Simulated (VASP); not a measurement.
Here is a VASP 6.6.1 calculation.

File INCAR:

```
SYSTEM = Ga
PREC     = Accurate       ! precision mode
ENCUT    = 520            ! plane-wave cutoff, eV
EDIFF    = 1E-6           ! SCF threshold, eV
ISMEAR   = 1              ! smearing method
SIGMA    = 0.2            ! smearing width, eV
LREAL    = .FALSE.        ! projectors in reciprocal space
LASPH    = .TRUE.         ! aspherical terms in the spheres
NELM     = 80             ! most SCF steps
ALGO     = Normal         ! electronic algorithm
ISIF     = 2              ! what is computed and relaxed
LWAVE    = .FALSE.        ! write WAVECAR
LCHARG   = .TRUE.         ! write CHGCAR
GGA      = PS             ! functional
IVDW     = 12             ! dispersion correction
LELF     = .TRUE.         ! ELF
LVHAR    = .TRUE.       
NBANDS   = 34             ! bands
```

KPOINTS

```
regular mesh
0
G
  6 6 5
  0 0 0
```

POSCAR

```
Ga
1.0
    3.8169566100     -2.3266295500      0.0000000000
    3.8169566100      2.3266295500      0.0000000000
    0.0000000000      0.0000000000      4.4882540000
Ga
4
Direct
    0.9903146100      0.3344495100      0.2500000000
    0.3344495100      0.9903146100      0.7500000000
    0.0096853900      0.6655504900      0.7500000000
    0.6655504900      0.0096853900      0.2500000000
```

Potentials or basis: VASP PAW PBE potentials, release 64 (Ga_d).

Launch:

```sh
$ cat potpaw_PBE.64/Ga_d/POTCAR > POTCAR
$ mpirun -np 1 vasp_std > vasp.out
```

(1) Predict the largest force.

(2) Estimate the pressure.

## Answers

(1) 0.022 eV/Å.

(2) -2.5 GPa.

Caveat: three body term missing; the PAW data sets were made with another functional, which shifts forces and pressure a little.
